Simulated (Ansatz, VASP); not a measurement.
# One calculation of RbBr, two programs

Contents of INCAR:

```
SYSTEM = RbBr
PREC = Accurate ; ENCUT = 500
EDIFF = 1E-6 ; ISMEAR = 0
SIGMA = 0.1 ; LREAL = .False.
LASPH = .True. ; NELM = 120
ALGO = Normal ; ISIF = 2
LWAVE = .False. ; LCHARG = .False.
GGA = PS ; NBANDS = 15
GGA_COMPAT = .False.
```

File KPOINTS:

```
regular mesh
0
Gamma
  4 4 4
  0 0 0
```

File POSCAR:

```
RbBr
1.0
    4.1260773000      0.0000000000      0.0000000000
    0.0000000000      4.1260773000      0.0000000000
    0.0000000000      0.0000000000      4.1260773000
Rb Br
1 1
Direct
    0.0000000000      0.0000000000      0.0000000000
    0.5000000000      0.5000000000      0.5000000000
```

Input for Ansatz:

```yaml
crystal:
  lattice:
    - [4.1260773, 0.0, 0.0]
    - [0.0, 4.1260773, 0.0]
    - [0.0, 0.0, 4.1260773]
  atoms:
    - { symbol: Rb, position: [0.0, 0.0, 0.0] }
    - { symbol: Br, position: [0.5, 0.5, 0.5] }
basis:
  ecutwfc: 420
kpoints:
  mp_grid: { grid: [4, 4, 4] }
hamiltonian:
  xc: pbesol
scf:
  occupations: { method: gaussian, width: 0.1 }
output:
  forces: true
  stress: true
  eigenvalues: true
```

Alike in both runs: task single point; functional PBEsol; k mesh 4 × 4 × 4; occupations gaussian, width 0.1 eV; no spin polarisation.

|  | VASP | Ansatz |
| --- | --- | --- |
| version | VASP 6.6.1 | Ansatz 0.2.0 |
| potentials or method | VASP PAW PBE potentials, release 64 (Rb_sv, Br), cutoff 500 eV | scalar-relativistic, plane waves, PAW |
| valence electrons in the cell | 16 | 16 |

Ansatz gave:

| Quantity | Value |
| --- | --- |
| gap on the k mesh at the Fermi level (eV) | 3.90 |
| least direct gap on the mesh (eV) | 4.06 |
| pressure (GPa) | -0.6 |

**Question.** What did VASP give for the same quantities?

**Answer.** gap on the k mesh at the Fermi level (eV): 3.90; least direct gap on the mesh (eV): 4.06; pressure (GPa): -0.5.

VASP's potentials were made for PBE, not for PBEsol. With one functional, cell and mesh, what is left measures potentials, basis and numerics.
